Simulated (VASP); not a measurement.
The system is WS2, a slab with vacuum.

```
CELL_PARAMETERS angstrom
3.18352 0.00000 0.00000
-1.59176 2.75701 0.00000
0.00000 0.00000 16.95058
ATOMIC_POSITIONS crystal
W 0.33333 0.66667 0.00000
S 0.66667 0.33333 0.90800
S 0.66667 0.33333 0.09200
```

Base run:

```yaml
Program: VASP 6.6.1
Functional: r2SCAN
Dispersion: D4
Potentials_or_basis: VASP PAW PBE potentials, release 64 (W_sv, S)
Cutoff: 520 eV
k_mesh: 8 × 8 × 2
Occupations: fermi-dirac, width 0.1 eV
Spin: no spin polarisation
```

Its results: band gap on the k mesh 2.18 eV, indirect (least direct gap 2.39 eV); largest force 0.032 eV/Å.

After a change of settings the same cell gave: band gap on the k mesh 2.10 eV, indirect (least direct gap 2.28 eV); largest force 0.032 eV/Å. Which change was it?
A. k mesh from 8 × 8 × 2 to 10 × 10 × 2
B. k mesh from 8 × 8 × 2 to 3 × 3 × 1; further incar settings from ALGO = Normal; EDIFF = 1e-06; NBANDS = 20 to ALGO = Normal; EDIFF = 1e-07; NBANDS = 20
C. k mesh from 8 × 8 × 2 to 4 × 4 × 1; further incar settings from ALGO = Normal; EDIFF = 1e-06; NBANDS = 20 to ALGO = Normal; EDIFF = 1e-07; NBANDS = 20
D. k mesh from 8 × 8 × 2 to 5 × 5 × 1; further incar settings from ALGO = Normal; EDIFF = 1e-06; NBANDS = 20 to ALGO = Normal; EDIFF = 1e-07; NBANDS = 20

A.

Caveats: the PAW data sets were made with another functional, which shifts forces and pressure a little; spin-orbit coupling is left out, which moves the levels of the heavy elements.
